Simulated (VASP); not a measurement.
# Mg in VASP: notebook, part 2 of 2

VASP 6.6.1. The steps go on from the part before.

### 3 Single point, r2SCANh

POSCAR reads:

```
Mg
1.0
   -1.7727644967      1.7727644967      1.7727644967
    1.7727644967     -1.7727644967      1.7727644967
    1.7727644967      1.7727644967     -1.7727644967
Mg
1
Direct
    0.0000000000      0.0000000000      0.0000000000
```

INCAR.step1 reads:

```
SYSTEM = Mg
ALGO = Normal
EDIFF = 1E-5
ENCUT = 520
GGA = PE
ISIF = 2
ISMEAR = 1
LASPH = .True.
LREAL = .False.
LWAVE = .True.
NBANDS = 7
NELM = 80
PREC = Accurate
SIGMA = 0.05
```

INCAR.step2 reads:

```
SYSTEM = Mg
AEXX = 0.1
ALGO = Normal
EDIFF = 1E-6
ENCUT = 520
ISIF = 2
ISMEAR = 1
ISTART = 1
LASPH = .True.
LCHARG = .True.
LELF = .True.
LHFCALC = .True.
LMIXTAU = .True.
LREAL = .False.
LVHAR = .True.
LWAVE = .False.
METAGGA = R2SCAN
NBANDS = 7
NELM = 80
PREC = Accurate
PRECFOCK = Normal
SIGMA = 0.05
```

KPOINTS reads:

```
Automatic mesh
0
Gamma
  8 8 8
  0.5 0.5 0.5
```

Potentials or basis: VASP PAW PBE potentials, release 64 (Mg).

Command:

```bash
cat potpaw_PBE.64/Mg/POTCAR > POTCAR
cp INCAR.step1 INCAR
mpirun -np 1 vasp_std > vasp.out
cp INCAR.step2 INCAR
mpirun -np 1 vasp_std > vasp.out
```

OUTCAR:

```text
SYSTEM = Mg
   AEXX = 0.1
   EDIFF = 1E-6
   ENCUT = 520
   ISIF = 2
   ISMEAR = 1
   ISTART = 1
   LASPH = .True.
   LHFCALC = .True.
   LREAL = .False.
   METAGGA = R2SCAN
   NELM = 80
   PREC = Accurate
   PRECFOCK = Normal

 ion  position               nearest neighbor table
   1  0.000  0.000  0.000-

  LATTYP: Found a body centered cubic cell.
 ALAT       =     3.5455289934

  Lattice vectors:

 A1 = (  -1.7727644967,   1.7727644967,   1.7727644967)
 A2 = (   1.7727644967,  -1.7727644967,   1.7727644967)
 A3 = (   1.7727644967,   1.7727644967,  -1.7727644967)

Analysis of symmetry for initial positions (statically):
=====================================================================
 Subroutine PRICEL returns:
 Original cell was already a primitive cell.

 Routine SETGRP: Setting up the symmetry group for a
 body centered cubic supercell.

 Subroutine GETGRP returns: Found 48 space group operations
 (whereof 48 operations were pure point group operations)
 out of a pool of 48 trial point group operations.

The static configuration has the point symmetry O_h .

Analysis of symmetry for dynamics (positions and initial velocities):
=====================================================================
 Subroutine PRICEL returns:
 Original cell was already a primitive cell.

 Routine SETGRP: Setting up the symmetry group for a
 body centered cubic supercell.

 Subroutine GETGRP returns: Found 48 space group operations
 (whereof 48 operations were pure point group operations)
 out of a pool of 48 trial point group operations.

The dynamic configuration has the point symmetry O_h .

 Subroutine INISYM returns: Found 48 space group operations
 (whereof 48 operations are pure point group operations),
 and found     1 'primitive' translations

----------------------------------------------------------------------------------------

                                     Primitive cell

  volume of cell :      22.2850

  direct lattice vectors                    reciprocal lattice vectors
    -1.772764497  1.772764497  1.772764497     0.000000000  0.282045360  0.282045360
     1.772764497 -1.772764497  1.772764497     0.282045360  0.000000000  0.282045360
     1.772764497  1.772764497 -1.772764497     0.282045360  0.282045360  0.000000000

  length of vectors
     3.070518178  3.070518178  3.070518178     0.398872373  0.398872373  0.398872373

  position of ions in fractional coordinates (direct lattice)
     0.000000000  0.000000000  0.000000000

  ion indices of the primitive-cell ions
   primitive index   ion index
                 1           1

----------------------------------------------------------------------------------------

 KPOINTS: Automatic mesh

Automatic generation of k-mesh.
 Grid dimensions read from file:
 generate k-points for:    8    8    8

 Generating k-lattice:

  Cartesian coordinates                     Fractional coordinates (reciprocal lattice)
     0.000000000  0.035255670  0.035255670     0.125000000  0.000000000  0.000000000
     0.035255670  0.000000000  0.035255670     0.000000000  0.125000000  0.000000000
     0.035255670  0.035255670  0.000000000     0.000000000  0.000000000  0.125000000

  Length of vectors
     0.049859047  0.049859047  0.049859047

  Shift w.r.t. Gamma in fractional coordinates (k-lattice)
     0.500000000  0.500000000  0.500000000

 Subroutine IBZKPT returns following result:
 ===========================================

 Found     26 irreducible k-points:

 Following reciprocal coordinates:
            Coordinates               Weight
  0.062500  0.062500  0.062500      8.000000
  0.187500  0.062500  0.062500     24.000000
  0.312500  0.062500  0.062500     24.000000
  0.437500  0.062500  0.062500     12.000000
 -0.062500  0.062500  0.062500      6.000000
  0.187500  0.187500  0.062500     24.000000
[... 16 lines left out ...]
 -0.312500  0.312500  0.312500      6.000000
 -0.437500  0.437500  0.312500     24.000000
 [... further k-points ...]
   k-points           NKPTS =     26   k-points in BZ     NKDIM =    512   number of bands    NBANDS=      7
   number of dos      NEDOS =    301   number of ions     NIONS =      1
   total plane-waves  NPLWV =  13824
   dimension x,y,z NGX =    24 NGY =   24 NGZ =   24
   dimension x,y,z NGXF=    48 NGYF=   48 NGZF=   48
   ions per type =               1
   NGX,Y,Z   is equivalent  to a cutoff of  12.99, 12.99, 12.99 a.u.
   NGXF,Y,Z  is equivalent  to a cutoff of  25.99, 25.99, 25.99 a.u.
 SYSTEM =  Mg
   PREC   = accura    normal or accurate (medium, high low for compatibility)
   ISTART =      1    job   : 0-new  1-cont  2-samecut
   ICHARG =      0    charge: 1-file 2-atom 10-const
   ISPIN  =      1    spin polarized calculation?
   LNONCOLLINEAR =      F non collinear calculations
   LSORBIT =      F    spin-orbit coupling
   LASPH  =      T    aspherical Exc in radial PAW
   ENCUT  =  520.0 eV  38.22 Ry    6.18 a.u.   5.71  5.71  5.71*2*pi/ulx,y,z
   NELM   =     80;   NELMIN=  2; NELMDL=  0     # of ELM steps
   EDIFF  = 0.1E-05   stopping-criterion for ELM
   LREAL  =      F    real-space projection
   EDIFFG = 0.1E-04   stopping-criterion for IOM
   NSW    =      0    number of steps for IOM
   IBRION =     -1    ionic relax: 0-MD 1-quasi-New 2-CG
   NFREE  =      0    steps in history (QN), initial steepest desc. (CG)
   ISIF   =      2    stress and relaxation
   ISYM   =      3    0-nonsym 1-usesym 2-fastsym
   POTIM  = 0.5000    time-step for ionic-motion
   TEBEG  =    0.0;   TEEND  =   0.0 temperature during run
   PSTRESS=    0.0 pullay stress
   NELECT =       2.0000    total number of electrons
   NUPDOWN=      -1.0000    fix difference up-down
   EMIN   =  10.00;   EMAX   =-10.00  energy-range for DOS
   EFERMI =   0.00;   METHOD = LEGACY
   ISMEAR =     1;   SIGMA  =   0.05  broadening in eV -4-tet -1-fermi 0-gaus
   EFERMI_NEDOS =   21; number of points for ismear=-14 and -15
   IALGO  =     38    algorithm
   IMIX   =      1    mixing-type and parameters
     AMIX     =   0.40;   BMIX     =  1.00
     AMIX_MAG =   1.60;   BMIX_MAG =  1.00
  volume/ion in A,a.u.               =      22.29       150.39
  Fermi-wavevector in a.u.,A,eV,Ry     =   0.732960  1.385094  7.309469  0.537231
  Thomas-Fermi vector in A             =   1.825552
   LORBIT       =      0    0 simple, 1 ext, 2 COOP (PROOUT), +10 PAW based schemes
   METAGGA = R2SCAN    functional components
   LHFCALC =     T    Hartree Fock is set to
   PRECFOCK=normal    Normal, Fast or Accurate (Low or Medium for compatibility)
   ENCUT4O =  -1.0   cutoff for four orbital integrals eV
   NKREDX  =     1    reduce k-point grid by
   NKREDY  =     1    reduce k-point grid by
   NKREDZ  =     1    reduce k-point grid by
   AEXX    =    0.1000 exact exchange contribution
   HFSCREEN=    0.0000 screening length (either q_TF or 0.3 A-1)
   HFSCREENC=   0.0000 screening length for correlation (either q_TF or 0.3 A-1)
   ENCUTFOCK=  -1.0 apply spherical cutoff to Coloumb kernel
   IVDW    =     0    specifies the selected vdW correction
   LEPSILON=     F    determine dielectric tensor
   LRPA    =     F    only Hartree local field effects (RPA)
 non-spin polarized calculation
 Methfessel and Paxton  Order N= 1 SIGMA  =   0.05
  energy-cutoff  :      520.00
  volume of cell :       22.29
 maximum number of plane-waves:       616
  NGX = 18; NGY = 18; NGZ = 18

 number of electron       2.0000000 magnetization

 Free energy of the ion-electron system (eV)
  ---------------------------------------------------
  ext. energy  EPLUGINS =         0.00000000
  ---------------------------------------------------
  free energy    TOTEN  =        -3.86873135 eV

  energy without entropy =       -3.86859283  energy(sigma->0) =       -3.86868518

 E-fermi :   2.6903     XC(G=0):  -8.3141

 val. band max:        2.6606319450   @ k =  -0.4375  -0.4375   0.1875
 cond. band min:       3.3998378724   @ k =  -0.4375   0.4375   0.0625
 fundamental gap:      0.7392059273
 Fermi energy:         2.6902619869

 k-point     1 :       0.0625    0.0625    0.0625
  band No.  band energies     occupation
      1      -4.6315      2.00000
      2      13.7289      0.00000
      3      13.7289      0.00000
      4      14.8030      0.00000
      5      18.9941      0.00000
      6      18.9941      0.00000
      7      20.4553      0.00000
[... 221 lines left out ...]
 k-point    24 :      -0.4375    0.4375    0.3125
  band No.  band energies     occupation
      1       2.2395      2.00000
      2       5.6184      0.00000
      3       8.1858      0.00000
      4       9.4474      0.00000
      5      12.2166      0.00000
      6      15.5892      0.00000
      7      22.2364      0.00000

 [... further k-points ...]
[... 5 lines left out ...]
  --------------------------------------------------------------------------------------
  -------------------------------------------------------------------------------------
  Total        0.0479808      0.0479808      0.0479808      0.0000000     -0.0000000      0.0000000
  in kB        3.4495715      3.4495715      3.4495715      0.0000000     -0.0000000      0.0000000
  external PRESSURE =       3.4495715 kB  Pullay stress =       0.0000000 kB

 VOLUME and BASIS-vectors are now :
 -----------------------------------------------------------------------------
  energy-cutoff  :      520.00
  volume of cell :       22.29
      direct lattice vectors                 reciprocal lattice vectors
    -1.772764497  1.772764497  1.772764497     0.000000000  0.282045360  0.282045360
     1.772764497 -1.772764497  1.772764497     0.282045360  0.000000000  0.282045360
     1.772764497  1.772764497 -1.772764497     0.282045360  0.282045360  0.000000000

 POSITION                                       TOTAL-FORCE (eV/Angst)
 -----------------------------------------------------------------------------------
      0.00000      0.00000      0.00000        -0.000000      0.000000      0.000000
 -----------------------------------------------------------------------------------
    total drift:                                0.000000      0.000000      0.000000

  FREE ENERGIE OF THE ION-ELECTRON SYSTEM (eV)
  ---------------------------------------------------
  free  energy   TOTEN  =        -3.8687313480 eV

  energy  without entropy=       -3.8685928331  energy(sigma->0) =       -3.86868518
```

OUTCAR.step1:

```text
SYSTEM = Mg
   EDIFF = 1E-5
   ENCUT = 520
   GGA = PE
   ISIF = 2
   ISMEAR = 1
   LASPH = .True.
[... 456 lines left out ...]
 POSITION                                       TOTAL-FORCE (eV/Angst)
 -----------------------------------------------------------------------------------
      0.00000      0.00000      0.00000        -0.000000      0.000000      0.000000
 -----------------------------------------------------------------------------------
    total drift:                                0.000000     -0.000000     -0.000000

  FREE ENERGIE OF THE ION-ELECTRON SYSTEM (eV)
  ---------------------------------------------------
  free  energy   TOTEN  =        -1.4746520188 eV

  energy  without entropy=       -1.4737217070  energy(sigma->0) =       -1.47434191
```

OSZICAR.step1:

```text
N       E                     dE             d eps       ncg     rms          rms(c)
DAV:   1    -0.577446416982E+00   -0.57745E+00   -0.68119E+02   392   0.183E+02
DAV:   2    -0.147874954017E+01   -0.90130E+00   -0.87479E+00   490   0.118E+01
DAV:   3    -0.148310845066E+01   -0.43589E-02   -0.43398E-02   427   0.978E-01
DAV:   4    -0.148311772558E+01   -0.92749E-05   -0.92748E-05   553   0.347E-02
DAV:   5    -0.148311773307E+01   -0.74939E-08   -0.70977E-08   455   0.820E-04    0.672E-01
DAV:   6    -0.147904466956E+01    0.40731E-02   -0.26054E-04   413   0.119E-01    0.430E-01
DAV:   7    -0.147464494441E+01    0.43997E-02   -0.12103E-03   385   0.210E-01    0.241E-02
DAV:   8    -0.147465201875E+01   -0.70743E-05   -0.76726E-06   553   0.168E-02
   1 F= -.14746520E+01 E0= -.14743419E+01  d E =-.930312E-03
```

Run time: 5.8 min. Hardware: 1 thread of Intel Xeon Platinum 8259CL at 2.50GHz (Skylake/Cascade Lake), shared host; peak memory 0.17 GiB.

Results:

| Item | Value |
| --- | --- |
| Free energy | -3.8687 eV |
| Pressure | 0.3 GPa |
| Band gap on the k mesh | zero (bands 1 and 2 overlap by 3.20 eV) |

Levels at points of the mesh, in eV from the Fermi level:
```
           k point  band 1  band 2  band 3  band 4  band 5
(0.06, 0.06, 0.06)   -7.32   11.04   11.04   12.11   16.30
```

Caveat: the PAW data sets were made with another functional, which shifts forces and pressure a little.
